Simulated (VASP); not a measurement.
# Au: single point with PBEsol

The system is Au.

```
CELL_PARAMETERS angstrom
2.90000 0.00000 0.00000
-1.45000 2.51147 0.00000
0.00000 0.00000 4.88000
ATOMIC_POSITIONS crystal
Au 0.33333 0.66667 0.75000
Au 0.66667 0.33333 0.25000
```

```yaml
Program: VASP 6.6.1
Task: single point
Functional: PBEsol
Potentials_or_basis: VASP PAW PBE potentials, release 64 (Au)
Cutoff: 520 eV
k_mesh: 3 × 3 × 2
Occupations: fermi-dirac, width 0.1 eV
Spin: no spin polarisation
Dipole_correction: no
Further_INCAR_settings: ALGO = Normal; EDIFF = 1e-07; NBANDS = 18
```

```json
{
  "Pressure": "-7.6 GPa",
  "Band gap on the k mesh": "zero (band 11 reaches 12.65 eV, above the bottom of band 12 at 6.01 eV)"
}
```

Stress tensor (GPa, compression positive):
```
 -5.58   0.00   0.00
  0.00  -5.58   0.00
  0.00   0.00 -11.77
```

Levels at points of the mesh, in eV from the Fermi level:
```csv
k point,band 7,band 8,band 9,band 10,band 11,band 12,band 13,band 14,band 15,band 16
"(0.00, 0.00, 0.00)",-2.56,-1.99,-1.99,-0.72,-0.72,0.37,3.83,16.08,17.06,18.19
"(0.00, 0.00, 0.50)",-2.89,-2.89,-1.14,-1.14,-1.14,-1.14,11.70,11.70,16.34,16.34
```

Wall time 5 s on 1 thread of Intel(R) Xeon(R) Platinum 8559C (Emerald Rapids), on a shared host, peak memory 0.14 GiB.

Caveat: the k points lie up to 0.83 Å⁻¹ apart; the PAW data sets were made with another functional, which shifts forces and pressure a little; spin-orbit coupling is left out, which moves the levels of the heavy elements.
